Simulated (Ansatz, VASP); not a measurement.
**ZrS2 in VASP and in Ansatz**

The input INCAR:

```
SYSTEM = ZrS2
PREC = Accurate
ENCUT = 450
EDIFF = 1E-7
ISMEAR = 0
SIGMA = 0.02
LREAL = .False.
LASPH = .True.
NELM = 120
ALGO = Normal
ISIF = 2
LWAVE = .False.
LCHARG = .False.
LDIPOL = .True.
IDIPOL = 3
DIPOL = 0.5 0.5 0.500
GGA = PE
IVDW = 12
IBRION = 2
NSW = 60
EDIFFG = -0.01
GGA_COMPAT = .False.
NELMIN = 4
NELMDL = -8
```

KPOINTS

```
regular mesh
0
Gamma
  9 9 1
  0 0 0
```

File POSCAR:

```
ZrS2
1.0
    3.5026255006      0.0000000000      0.0000000000
   -1.7513127503      3.0333626635      0.0000000000
    0.0000000000      0.0000000000     31.8415096473
S Zr
2 1
Direct
    0.6666666667      0.3333333333      0.4541937806
    0.3333333333      0.6666666667      0.5458062194
    0.0000000000      0.0000000000      0.5000000000
```

Input for Ansatz:

```yaml
crystal:
  lattice:
    - [3.5026255006, 0.0, 0.0]
    - [-1.7513127503, 3.0333626635, 0.0]
    - [0.0, 0.0, 31.8415096473]
  atoms:
    - { symbol: S, position: [0.6666666667, 0.3333333333, 0.4541937806] }
    - { symbol: Zr, position: [0.0, 0.0, 0.5] }
    - { symbol: S, position: [0.3333333333, 0.6666666667, 0.5458062194] }
  periodic: [true, true, false]
basis:
  ecutwfc: 420
kpoints:
  mp_grid: { grid: [9, 9, 1] }
  band_path:
    path:
      - [0, 0, 0]
      - [0.5, 0, 0]
      - [0.333333333333, 0.333333333333, 0]
      - [0, 0, 0]
    npoints: 8
hamiltonian:
  xc: pbe
  dispersion: d3bj
scf:
  occupations: { method: gaussian, width: 0.02 }
output:
  forces: true
  stress: true
  eigenvalues: true
relax:
  adjacent_minimum: "off"
  f_tol: 0.01
  max_steps: 40
```

Change from the starting cell: biaxial strain -0.040, atoms relaxed.

Alike in both runs: task relaxation of the atoms; functional PBE; dispersion D3(BJ); k mesh 9 × 9 × 1; occupations gaussian, width 0.02 eV; no spin polarisation.

|  | VASP | Ansatz |
| --- | --- | --- |
| version | VASP 6.6.1 | Ansatz 0.2.0 |
| potentials or method | VASP PAW PBE potentials, release 64 (S, Zr_sv), cutoff 450 eV | scalar-relativistic, plane waves, PAW |
| valence electrons in the cell | 24 | 24 |

|  | VASP | Ansatz | Ansatz less VASP |
| --- | --- | --- | --- |
| gap on the k mesh at the Fermi level, each at its own relaxed structure (eV) | 0.59 | 0.59 | +0.005 |

Ansatz's warnings: stress scf threshold loose.
